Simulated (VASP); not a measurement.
Cd3C:

```
Cd C
1.0
     4.26080    0.00000    0.00000
     0.00000    4.26080    0.00000
     0.00000    0.00000    4.26080
Cd C
3 1
Direct
  0.00000 0.50000 0.50000
  0.50000 0.00000 0.50000
  0.50000 0.50000 0.00000
  0.00000 0.00000 0.00000
```

* Program: VASP 6.6.1
* Task: relaxation of cell and atoms
* Functional: r2SCAN
* Potentials or basis: VASP PAW PBE potentials, release 64 (Cd, C)
* Cutoff: 600 eV
* k mesh: 4 × 4 × 4
* Occupations: gaussian, width 0.1 eV
* Spin: no spin polarisation

At the start: pressure -6.1 GPa; volume 19.34 Å³/atom.

Q: How do energy, volume and symmetry change on relaxing?

A: Over 3 steps the energy falls by 39.1 meV/atom and the volume is 17.52 Å³/atom (-9.4 %); space group Pm-3m (No. 221, to 0.1 Å) before and after.

Step by step:
| step | energy change (eV) | largest force (eV/Å) | pressure (GPa) | volume (Å³) |
| --- | --- | --- | --- | --- |
| 1 | 0.0000 | 0.0000 | -6.07 | 77.35 |
| 2 | -0.1546 | 0.0000 | 0.81 | 69.43 |
| 3 | -0.1564 | 0.0000 | 0.06 | 70.07 |

Final structure:
```xyz
4
Lattice="4.1227 0.0000 0.0000 0.0000 4.1227 0.0000 0.0000 0.0000 4.1227" Properties=species:S:1:pos:R:3 pbc="T T T"
Cd    0.0000    2.0613    2.0613
Cd    2.0613    0.0000    2.0613
Cd    2.0613    2.0613    0.0000
C     0.0000    0.0000    0.0000
```

Caveat: the k points lie up to 0.38 Å⁻¹ apart in the final cell, too coarse for converged energies and pressures of a metal; the PAW data sets were made with another functional, which shifts forces and pressure a little.
